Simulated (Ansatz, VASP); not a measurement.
# As: VASP beside Ansatz

```
CELL_PARAMETERS angstrom
3.40700 0.00000 0.00000
-1.70350 2.95055 0.00000
0.00000 0.00000 28.00000
ATOMIC_POSITIONS crystal
As 0.33333 0.66667 0.52643
As 0.66667 0.33333 0.47357
```

Alike in both runs: task single point; functional LDA; k mesh 9 × 9 × 1; occupations gaussian, width 0.02 eV; no spin polarisation.

|  | VASP | Ansatz |
| --- | --- | --- |
| version | VASP 6.6.1 | Ansatz 0.2.0 |
| potentials or method | VASP PAW LDA potentials, release 64 (As), cutoff 520 eV | scalar-relativistic, plane waves, PAW |
| valence electrons in the cell | 10 | 30 |

```csv
,VASP,Ansatz,Ansatz less VASP
gap on the k mesh at the Fermi level (eV),0.60,0.59,-0.013
least direct gap on the mesh (eV),2.16,2.14,-0.021
rms of the force components (eV/Å),0.484,0.553,+0.0697
```

LDA's correlation is that of Perdew and Zunger in VASP and of Perdew and Wang (1992) in Ansatz. Atom by atom the forces differ by 0.070 eV/Å (rms over components). VASP's potentials hold 10 valence electrons a cell and Ansatz's 30, so a difference there can come from the potentials and not from the codes.
